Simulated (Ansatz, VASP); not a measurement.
## Two plane-wave programs on Cd7CuTe8

File INCAR:

```
SYSTEM = Cd7CuTe8
PREC     = Accurate       ! precision mode
ENCUT    = 520            ! plane-wave cutoff, eV
EDIFF    = 1E-7           ! SCF threshold, eV
ISMEAR   = 0              ! smearing method
SIGMA    = 0.05           ! smearing width, eV
LREAL    = Auto         
LASPH    = .TRUE.         ! aspherical terms in the spheres
NELM     = 150            ! most SCF steps
ALGO     = Normal         ! electronic algorithm
ISIF     = 2              ! what is computed and relaxed
LWAVE    = .FALSE.        ! write WAVECAR
LCHARG   = .FALSE.        ! write CHGCAR
ISPIN    = 2              ! spin polarisation
MAGMOM   = 0 0 0 0 0 0 0 0 0 0 0 0 0 0 0 0 ! initial moments
LORBIT   = 11             ! projections on sites
LMAXMIX  = 4              ! l up to which the mixer works
LDAU     = .TRUE.         ! DFT+U
LDAUTYPE = 2            
LDAUL    = 2 -1 -1        ! shell
LDAUU    = 5 0 0          ! U, eV
LDAUJ    = 0 0 0        
LDAUPRINT= 1            
GGA      = PS             ! functional
NBANDS   = 90             ! bands
KPAR     = 2            
NCORE    = 2
```

KPOINTS

```
Automatic mesh
0
G
  2 2 2
  0 0 0
```

The input POSCAR:

```
Cd7CuTe8
1.0
    0.0000000000      6.4800000000      6.4800000000
    6.4800000000      0.0000000000      6.4800000000
    6.4800000000      6.4800000000      0.0000000000
Cu Cd Te
1 7 8
Direct
    0.9987812500      0.0010238022      0.0002877966
    0.0038592354      0.0062888115      0.4949747336
    0.0039000360      0.4957647800      0.0058930745
    0.0039500256      0.4959711922      0.4953867890
    0.4937818939      0.0064167673      0.0054873703
    0.4932772337      0.0061986997      0.4954857728
    0.4934389759      0.4958908207      0.0059763675
    0.4987716037      0.5012283060      0.5005055791
    0.1163188179      0.1184003620      0.1175792763
    0.1158463824      0.1185500585      0.6482091233
    0.1160506112      0.6489537120      0.1179800473
    0.1222243067      0.6265951832      0.6261478251
    0.6465525080      0.1184820350      0.1180504643
    0.6241733239      0.1246719030      0.6258398437
    0.6242273303      0.6267329736      0.1240198615
    0.6242646425      0.6265382849      0.6262409092
```

Input for Ansatz:

```yaml
crystal:
  lattice:
    - [0.0, 6.48, 6.48]
    - [6.48, 0.0, 6.48]
    - [6.48, 6.48, 0.0]
  atoms:
    - { symbol: Cu, position: [0.99878125, 0.0010238022, 0.0002877966], spin: 1.0 }
    - { symbol: Cd, position: [0.0038592354, 0.0062888115, 0.4949747336] }
    - { symbol: Cd, position: [0.003900036, 0.49576478, 0.0058930745] }
    - { symbol: Cd, position: [0.0039500256, 0.4959711922, 0.495386789] }
    - { symbol: Cd, position: [0.4937818939, 0.0064167673, 0.0054873703] }
    - { symbol: Cd, position: [0.4932772337, 0.0061986997, 0.4954857728] }
    - { symbol: Cd, position: [0.4934389759, 0.4958908207, 0.0059763675] }
    - { symbol: Cd, position: [0.4987716037, 0.501228306, 0.5005055791] }
    - { symbol: Te, position: [0.1163188179, 0.118400362, 0.1175792763] }
    - { symbol: Te, position: [0.1158463824, 0.1185500585, 0.6482091233] }
    - { symbol: Te, position: [0.1160506112, 0.648953712, 0.1179800473] }
    - { symbol: Te, position: [0.1222243067, 0.6265951832, 0.6261478251] }
    - { symbol: Te, position: [0.646552508, 0.118482035, 0.1180504643] }
    - { symbol: Te, position: [0.6241733239, 0.124671903, 0.6258398437] }
    - { symbol: Te, position: [0.6242273303, 0.6267329736, 0.1240198615] }
    - { symbol: Te, position: [0.6242646425, 0.6265382849, 0.6262409092] }
basis:
  ecutwfc: 420
  ecutrho_ratio: 4
kpoints:
  mp_grid: { grid: [2, 2, 2] }
hamiltonian:
  xc: pbesol
  hubbard:
    sites:
      - { site: 0, l: d, u_eff: 5.0, starting_ns: [{ spin: up, occupation_matrix: s0up }, { spin: down, occupation_matrix: s0down }] }
    occupation_matrices:
      s0up:
        matrix:
          - [0.97, 0.0, 0.0, 0.0, 0.0]
          - [0.0, 0.97, 0.0, 0.0, 0.0]
          - [0.0, 0.0, 0.97, 0.0, 0.0]
          - [0.0, 0.0, 0.0, 0.97, 0.0]
          - [0.0, 0.0, 0.0, 0.0, 0.97]
      s0down:
        matrix:
          - [0.97, 0.0, 0.0, 0.0, 0.0]
          - [0.0, 0.97, 0.0, 0.0, 0.0]
          - [0.0, 0.0, 0.97, 0.0, 0.0]
          - [0.0, 0.0, 0.0, 0.97, 0.0]
          - [0.0, 0.0, 0.0, 0.0, 0.02]
    ns_hold: { iters: 12 }
scf:
  occupations: { method: gaussian, width: 0.05 }
  lower_state_search: "off"
  max_iter: 150
output:
  forces: true
  stress: true
  eigenvalues: true
  populations: true
  hubbard: { sites: [{ site: 0, l: d }] }
magnetization:
  spin_polarized: true
```

Alike in both runs: task single point; functional PBEsol; k mesh 2 × 2 × 2; occupations gaussian, width 0.05 eV; collinear spin; Hubbard terms Cu d U = 5.0 eV.

```csv
,VASP,Ansatz
version,VASP 6.6.1,Ansatz 0.2.0
potentials or method,"VASP PAW PBE potentials, release 64 (Cu, Cd, Te), cutoff 520 eV","scalar-relativistic, plane waves, PAW"
valence electrons in the cell,143,287
```

|  | VASP | Ansatz | Ansatz less VASP |
| --- | --- | --- | --- |
| gap on the k mesh at the Fermi level (eV) | none | none | - |
| pressure (GPa) | -1.3 | -1.4 | -0.13 |
| rms of the force components (eV/Å) | 0.015 | 0.003 | -0.0118 |

VASP's potentials were made for PBE, not for PBEsol. The programs project onto different local orbitals, so the same U acts differently, and such runs can settle in different states. Atom by atom the forces differ by 0.016 eV/Å (rms over components). A gap of «none» marks a metal or a gap that the smearing closes. VASP's potentials hold 143 valence electrons a cell and Ansatz's 287, so a difference there can come from the potentials and not from the codes. Ansatz's warnings: filled band counts differ across k points, seeded moment not kept, specified occupation not kept.

The k mesh is coarse, so the values compare programs but aren't converged. Neither program's run includes spin-orbit coupling.
